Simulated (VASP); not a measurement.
Input of a VASP 6.6.1 run:

File INCAR:

```
  PREC = Accurate
  ENCUT = 520
  EDIFF = 1E-6
  ISMEAR = 0
  SIGMA = 0.05
  LREAL = F
  LASPH = T
  NELM = 80
  ALGO = Normal
  ISIF = 2
  LWAVE = F
  LCHARG = F
  GGA = PS
  NBANDS = 16
```

The input KPOINTS:

```
regular mesh
0
Gamma
  12 12 6
```

File POSCAR:

```
AlN
1.0
    3.3121157418      0.0930704523      0.0000000000
   -1.5754564948      2.8218411465      0.0000000000
    0.0000000000      0.0000000000      4.1875630000
Al N
2 2
Direct
    0.3333333333      0.6666666667      0.7500000000
    0.6666666667      0.3333333333      0.2500000000
    0.3333333333      0.6666666667      0.2500000000
    0.6666666667      0.3333333333      0.7500000000
```

Potentials or basis: VASP PAW PBE potentials, release 64 (Al, N).

Run with:

```bash
$ cat potpaw_PBE.64/Al/POTCAR potpaw_PBE.64/N/POTCAR > POTCAR
$ mpirun -np 1 vasp_std > vasp.out
```

Problem. Predict the band gap on the k mesh.

Solution. 3.17 eV, direct.

Problem. Estimate the pressure.

Solution. -3.0 GPa.

Problem. Estimate the largest force.

Solution. 0.758 eV/Å.

Stress tensor (GPa, compression positive):
```
-2.08 -9.33  0.00
-9.33 -2.58  0.00
 0.00  0.00 -4.35
```

Caveat: the cell differs from its parent crystal (strain +0.0562 x Voigt [0, 0, 0, 0, 0, 1]); the PAW data sets were made with another functional, which shifts forces and pressure a little. A k mesh can miss the band edges.
